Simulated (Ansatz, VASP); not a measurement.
## Zn2CdSe3: VASP beside Ansatz

```xyz
6
Lattice="4.0227 0.0000 0.0000 -2.0113 3.4837 0.0000 0.0000 0.0000 9.8535" Properties=species:S:1:pos:R:3 pbc="T T T"
Zn    0.0000    0.0000    0.0000
Zn    2.0113    1.1612    3.2845
Cd    0.0000    2.3225    6.5690
Se    0.0000    0.0000    2.4634
Se    2.0113    1.1612    5.7479
Se    0.0000    2.3225    9.0323
```

Alike in both runs: task single point; functional PBE; k mesh 6 × 6 × 2; occupations gaussian, width 0.1 eV; no spin polarisation.

|  | VASP | Ansatz |
| --- | --- | --- |
| version | VASP 6.6.1 | Ansatz 0.2.0 |
| potentials or method | VASP PAW PBE potentials, release 64 (Zn, Cd, Se), cutoff 520 eV | scalar-relativistic, plane waves, PAW |
| valence electrons in the cell | 54 | 92 |

|  | VASP | Ansatz | Ansatz less VASP |
| --- | --- | --- | --- |
| gap on the k mesh at the Fermi level (eV) | 1.09 | 1.09 | -0.004 |
| least direct gap on the mesh (eV) | 1.09 | 1.09 | -0.004 |
| pressure (GPa) | 8.2 | 7.8 | -0.41 |
| traceless stress, the component that is largest in VASP (GPa) | -0.10 | -0.10 | +0.006 |
| rms of the force components (eV/Å) | 0.537 | 0.523 | -0.0147 |

Atom by atom the forces differ by 0.015 eV/Å (rms over components). With one functional, cell and mesh, what is left measures potentials, basis and numerics. VASP's potentials hold 54 valence electrons a cell and Ansatz's 92, so a difference there can come from the potentials and not from the codes.
